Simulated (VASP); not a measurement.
Wanted: the native input for a VASP 6.6.1 run.

```
Task                    : density of states
Functional              : PBE
Potentials or basis     : VASP PAW PBE potentials, release 64 (Na_pv, Cl)
Cutoff                  : 520 eV
k mesh                  : 7 × 7 × 7
Occupations             : fermi-dirac, width 0.05 eV
Spin                    : no spin polarisation
Dipole correction       : no
k mesh for the DOS      : 11 × 11 × 11
Occupations for the DOS : tetrahedron
Further INCAR settings  : ALGO = Normal; EDIFF = 1e-06
```

The system is NaCl.

```xyz
2
Lattice="2.8600 0.0000 0.0000 0.0000 2.8600 0.0000 0.0000 0.0000 2.8600" Properties=species:S:1:pos:R:3 pbc="T T T"
Na    0.0000    0.0000    0.0000
Cl    1.4300    1.4300    1.4300
```

These files were run (other wordings do the same):

POSCAR

```
NaCl
1.0
    2.8600000000      0.0000000000      0.0000000000
    0.0000000000      2.8600000000      0.0000000000
    0.0000000000      0.0000000000      2.8600000000
Na Cl
1 1
Direct
    0.0000000000      0.0000000000      0.0000000000
    0.5000000000      0.5000000000      0.5000000000
```

INCAR.step1

```
PREC = Accurate ; ENCUT = 520
EDIFF = 1E-6 ; ISMEAR = -1
SIGMA = 0.05 ; LREAL = False
LASPH = True ; NELM = 60
ALGO = Normal ; ISIF = 2
LWAVE = False ; LCHARG = True
GGA = PE ; NBANDS = 14
```

KPOINTS.step1

```
regular mesh
0
Gamma
  7 7 7
```

INCAR.step2

```
PREC = Accurate ; ENCUT = 520
EDIFF = 1E-6 ; ISMEAR = -5
SIGMA = 0.05 ; LREAL = False
LASPH = True ; NELM = 60
ALGO = Normal ; ISIF = 2
LWAVE = False ; LCHARG = False
GGA = PE ; LORBIT = 10
NEDOS = 1001 ; ICHARG = 11
```

KPOINTS.step2

```
regular mesh
0
Gamma
  11 11 11
```

Potentials or basis: VASP PAW PBE potentials, release 64 (Na_pv, Cl).

The run is started by

```console
$ cat potpaw_PBE.64/Na_pv/POTCAR potpaw_PBE.64/Cl/POTCAR > POTCAR
$ cp INCAR.step1 INCAR
$ cp KPOINTS.step1 KPOINTS
$ mpirun -np 1 vasp_std > vasp.out
$ cp INCAR.step2 INCAR
$ cp KPOINTS.step2 KPOINTS
$ mpirun -np 1 vasp_std > vasp.out
```

It gave:

```json
{"Valence electrons inside the program's atomic spheres": "Na 6.15; Cl 5.39"}
```

It took 7.4 s on 1 thread of AMD EPYC 9R45 96-Core Processor (Zen 5) (shared host), peak memory 0.1 GiB.
